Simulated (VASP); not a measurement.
Write the native input for VASP 6.6.1 that does the following.

- Task: single point
- Functional: r2SCAN
- Potentials or basis: VASP PAW PBE potentials, release 64 (Ga_d)
- Cutoff: 520 eV
- k mesh: 26 × 26 × 26
- Occupations: gaussian, width 0.15 eV
- Spin: no spin polarisation
- Dipole correction: no
- Further INCAR settings: ALGO = Normal; EDIFF = 1e-07; NBANDS = 12

Crystal: Ga.

```xyz
1
Lattice="-1.4822 1.4822 2.0001 1.4822 -1.4822 2.0001 1.4822 1.4822 -2.0001" Properties=species:S:1:pos:R:3 pbc="T T T"
Ga    0.0000    0.0000    0.0000
```

This cell differs from its parent crystal: ratio of the length along z to the lengths across it x 0.85, volume and fractional coordinates fixed.

One way to write it, as run:

POSCAR

```
Ga
1.0
   -1.4821567375      1.4821567375      2.0001198453
    1.4821567375     -1.4821567375      2.0001198453
    1.4821567375      1.4821567375     -2.0001198453
Ga
1
Direct
    0.0000000000      0.0000000000      0.0000000000
```

INCAR.step1

```
PREC = Accurate
ENCUT = 520
ISMEAR = 0
SIGMA = 0.15
LREAL = False
LASPH = True
NELM = 100
NBANDS = 12
GGA = PE
ALGO = Normal
EDIFF = 1E-4
LWAVE = True
LCHARG = False
```

INCAR.step2

```
PREC = Accurate
ENCUT = 520
EDIFF = 1E-7
ISMEAR = 0
SIGMA = 0.15
LREAL = False
LASPH = True
NELM = 100
ALGO = Normal
ISIF = 2
LWAVE = False
LCHARG = False
METAGGA = R2SCAN
LMIXTAU = True
NBANDS = 12
ISTART = 1
```

KPOINTS

```
Automatic mesh
0
Gamma
  26 26 26
```

Potentials or basis: VASP PAW PBE potentials, release 64 (Ga_d).

Run with:

```bash
$ cat potpaw_PBE.64/Ga_d/POTCAR > POTCAR
$ cp INCAR.step1 INCAR
$ mpirun -np 1 vasp_std > vasp.out
$ cp INCAR.step2 INCAR
$ mpirun -np 1 vasp_std > vasp.out
```

Results of the run:

- Pressure: 0.9 GPa
- Band gap on the k mesh: zero (an odd number of electrons rules out a gap without spin polarisation)

Caveat: the PAW data sets were made with another functional, which shifts forces and pressure a little.

It took 9.4 min on 1 thread of Intel(R) Xeon(R) Platinum 8488C (Sapphire Rapids), with other jobs on the host, peak memory 0.39 GiB.
